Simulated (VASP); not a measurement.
A run of VASP 6.6.1 is set up as follows.

INCAR

```
PREC     = Accurate       # precision mode
ENCUT    = 520            # plane-wave cutoff, eV
EDIFF    = 1E-7           # SCF threshold, eV
ISMEAR   = 0              # smearing method
SIGMA    = 0.1            # smearing width, eV
LREAL    = F              # projectors in reciprocal space
LASPH    = T              # aspherical terms in the spheres
NELM     = 150            # most SCF steps
ALGO     = Normal         # electronic algorithm
ISIF     = 2              # what is computed and relaxed
LWAVE    = F              # write WAVECAR
LCHARG   = F              # write CHGCAR
ISPIN    = 2              # spin polarisation
MAGMOM   = 4.48 4.48      # initial moments
LORBIT   = 11             # projections on sites
LMAXMIX  = 4              # l up to which the mixer works
GGA      = PS             # functional
NBANDS   = 24             # bands
```

KPOINTS

```
regular mesh
0
Gamma
  12 12 12
```

POSCAR

```
Mn
1.0
    0.0000000000      2.8462010071      2.8462010071
    2.8462010071      0.0000000000      2.8462010071
    2.8462010071      2.8462010071      0.0000000000
Mn
2
Direct
    0.5000000000      0.5000000000      0.5000000000
    0.7500000000      0.7500000000      0.7500000000
```

Potentials or basis: VASP PAW PBE potentials, release 64 (Mn_pv).

The run is started by

```bash
$ cat potpaw_PBE.64/Mn_pv/POTCAR > POTCAR
$ mpirun -np 1 vasp_std > vasp.out
```

Question: What does it give for the pressure?

Answer: 0.0 GPa.

Question: Estimate the site moments.

Answer: Mn +3.68 μB.

Question: Predict the net moment.

Answer: 7.75 μB per cell.

Caveat: the PAW data sets were made with another functional, which shifts forces and pressure a little.
